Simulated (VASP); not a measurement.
Here is a VASP 6.6.1 calculation.

POSCAR

```
PbS
1.0
    0.0000000000      2.8167500000      3.0391250000
    2.8167500000      0.0000000000      3.0391250000
    2.8167500000      2.8167500000      0.0000000000
Pb S
1 1
Direct
    0.0000000000      0.0000000000      0.0000000000
    0.5000000000      0.5000000000      0.5000000000
```

The input INCAR.step1:

```
SYSTEM = PbS
ALGO     = Normal         ! electronic algorithm
EDIFF    = 1E-5           ! SCF threshold, eV
ENCUT    = 550            ! plane-wave cutoff, eV
GGA      = PE             ! functional
GGA_COMPAT= .False.      
ISMEAR   = 0              ! smearing method
LASPH    = .True.         ! aspherical terms in the spheres
LCHARG   = .False.        ! write CHGCAR
LREAL    = .False.        ! projectors in reciprocal space
LWAVE    = .True.         ! write WAVECAR
NBANDS   = 17             ! bands
NELM     = 120            ! most SCF steps
PREC     = Accurate       ! precision mode
SIGMA    = 0.05           ! smearing width, eV
```

Contents of INCAR.step2:

```
SYSTEM = PbS
ALGO     = Normal         ! electronic algorithm
EDIFF    = 1E-6           ! SCF threshold, eV
ENCUT    = 550            ! plane-wave cutoff, eV
GGA_COMPAT= .False.      
ISIF     = 2              ! what is computed and relaxed
ISMEAR   = 0              ! smearing method
ISTART   = 1            
LASPH    = .True.         ! aspherical terms in the spheres
LCHARG   = .False.        ! write CHGCAR
LMIXTAU  = .True.       
LREAL    = .False.        ! projectors in reciprocal space
LWAVE    = .False.        ! write WAVECAR
METAGGA  = R2SCAN         ! meta-GGA
NBANDS   = 17             ! bands
NELM     = 120            ! most SCF steps
PREC     = Accurate       ! precision mode
SIGMA    = 0.05           ! smearing width, eV
```

The input KPOINTS:

```
k-points
0
Gamma
  8 8 8
  0 0 0
```

Potentials or basis: VASP PAW PBE potentials, release 64 (Pb_d, S).

Command:

```sh
$ cat potpaw_PBE.64/Pb_d/POTCAR potpaw_PBE.64/S/POTCAR > POTCAR
$ cp INCAR.step1 INCAR
$ mpirun -np 1 vasp_std > vasp.out
$ cp INCAR.step2 INCAR
$ mpirun -np 1 vasp_std > vasp.out
```

Task: Estimate the pressure.

Result: 8.3 GPa.

Task: Predict the band gap on the k mesh.

Result: 0.09 eV.

Stress tensor (GPa, compression positive):
```
12.59  0.00  0.00
 0.00 12.59  0.00
 0.00  0.00 -0.28
```

Caveat: the cell differs from its parent crystal (strain -0.050 along x and y, +0.025 along z); the cell stands under pressure; the PAW data sets were made with another functional, which shifts forces and pressure a little; spin-orbit coupling is left out, which moves the levels of the heavy elements. A k mesh can miss the band edges.
